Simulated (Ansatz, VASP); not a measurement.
# BAs in VASP and in Ansatz

File POSCAR:

```
BAs
1.0
    0.0000000000      2.4043183418      2.4043183418
    2.4043183418      0.0000000000      2.4043183418
    2.4043183418      2.4043183418      0.0000000000
As B
1 1
Direct
    0.7500000000      0.7500000000      0.7500000000
    0.0000000000      0.0000000000      0.0000000000
```

The input INCAR.step1:

```
  PREC = Accurate
  ENCUT = 520
  EDIFF = 1E-5
  ISMEAR = -1
  SIGMA = 0.05
  LREAL = False
  LASPH = True
  NELM = 80
  ALGO = Normal
  ISIF = 2
  LWAVE = True
  LCHARG = False
  NBANDS = 11
  GGA = PE
```

Contents of INCAR.step2:

```
  PREC = Accurate
  ENCUT = 520
  EDIFF = 1E-6
  ISMEAR = -1
  SIGMA = 0.05
  LREAL = False
  LASPH = True
  NELM = 80
  ALGO = Normal
  ISIF = 2
  LWAVE = False
  LCHARG = False
  METAGGA = R2SCAN
  LHFCALC = True
  AEXX = 0.25
  LMIXTAU = True
  PRECFOCK = Normal
  NBANDS = 11
  ISTART = 1
```

Contents of KPOINTS:

```
regular mesh
0
Gamma
  5 5 5
```

File input.yaml:

```yaml
crystal:
  lattice:
    - [0.0, 2.4043183418, 2.4043183418]
    - [2.4043183418, 0.0, 2.4043183418]
    - [2.4043183418, 2.4043183418, 0.0]
  atoms:
    - { symbol: As, position: [0.75, 0.75, 0.75] }
    - { symbol: B, position: [0.0, 0.0, 0.0] }
hamiltonian:
  xc: r2scan0
  pseudopotentials: { kind: paw }
kpoints:
  mp_grid: { grid: [5, 5, 5] }
scf:
  occupations: { method: fermi_dirac, width: 0.05 }
output:
  forces: true
  stress: true
  eigenvalues: true
```

Alike in both runs: task single point; functional r2SCAN0; k mesh 5 × 5 × 5; occupations fermi-dirac, width 0.05 eV; no spin polarisation.

|  | VASP | Ansatz |
| --- | --- | --- |
| version | VASP 6.6.1 | Ansatz 0.2.0 |
| potentials or method | VASP PAW PBE potentials, release 64 (As, B) | Ansatz PAW |
| plane-wave cutoff (eV) | 520 | 500 |
| valence electrons in the cell | 8 | 18 |

Ansatz gave:

```
gap on the k mesh at the Fermi level (eV) : 2.63
least direct gap on the mesh (eV)         : 4.84
pressure (GPa)                            : -4.2
```

Problem. Which values does VASP return?

Solution. gap on the k mesh at the Fermi level (eV): 2.68; least direct gap on the mesh (eV): 4.88; pressure (GPa): -4.6.

VASP's potentials were made for PBE, not for r2SCAN0. The functional is the same, so the differences come from potentials, cutoffs and numerics. VASP's potentials hold 8 valence electrons a cell and Ansatz's 18, so a difference there can come from the potentials and not from the codes.

The k mesh is coarse, so the values compare programs but aren't converged. Noted on Ansatz's run: odd divisions of the mesh miss points on the zone boundary, where band edges often lie, so the gap on the mesh can be too wide.
